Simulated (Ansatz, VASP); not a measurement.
## Sr in VASP and in Ansatz

Contents of INCAR:

```
SYSTEM = Sr
ALGO = Normal
EDIFF = 1E-8
ENCUT = 520
ISIF = 2
ISMEAR = -1
LASPH = .True.
LCHARG = .False.
LEFG = .True.
LREAL = .False.
LWAVE = .False.
NBANDS = 11
NELM = 60
PREC = Accurate
SIGMA = 0.08
```

The input KPOINTS:

```
k-points
0
Gamma
  10 10 10
  0 0 0
```

Contents of POSCAR:

```
Sr
1.0
    0.0000000000      3.0624986004      3.0624986004
    3.0624986004      0.0000000000      3.0624986004
    3.0624986004      3.0624986004      0.0000000000
Sr
1
Direct
    0.0000000000      0.0000000000      0.0000000000
```

Input for Ansatz:

```yaml
crystal:
  lattice:
    - [0.0, 3.0624986004, 3.0624986004]
    - [3.0624986004, 0.0, 3.0624986004]
    - [3.0624986004, 3.0624986004, 0.0]
  atoms:
    - { symbol: Sr, position: [0.0, 0.0, 0.0] }
kpoints:
  mp_grid: { grid: [10, 10, 10] }
scf:
  occupations: { method: fermi_dirac, width: 0.08 }
hamiltonian:
  xc: lda
  pseudopotentials: { kind: paw }
output:
  forces: true
  stress: true
  eigenvalues: true
  efg: { contact_densities: true }
  write_density: true
  write_potential: true
  elf: true
  volumetric_format: npy
```

Change from the starting cell: volume scaled by 1.02, PAW files.

Alike in both runs: task electric field gradients; functional LDA; k mesh 10 × 10 × 10; occupations fermi-dirac, width 0.08 eV; no spin polarisation.

|  | VASP | Ansatz |
| --- | --- | --- |
| version | VASP 6.6.1 | Ansatz 0.2.0 |
| potentials or method | VASP PAW LDA potentials, release 64 (Sr_sv) | PAW with Ansatz's default frozen-core files, scalar-relativistic |
| plane-wave cutoff (eV) | 520 | 420 |
| valence electrons in the cell | 10 | 10 |

|  | VASP | Ansatz | Ansatz less VASP |
| --- | --- | --- | --- |
| pressure (GPa) | -1.7 | -1.7 | +0.01 |

LDA's correlation is that of Perdew and Zunger in VASP and of Perdew and Wang (1992) in Ansatz.
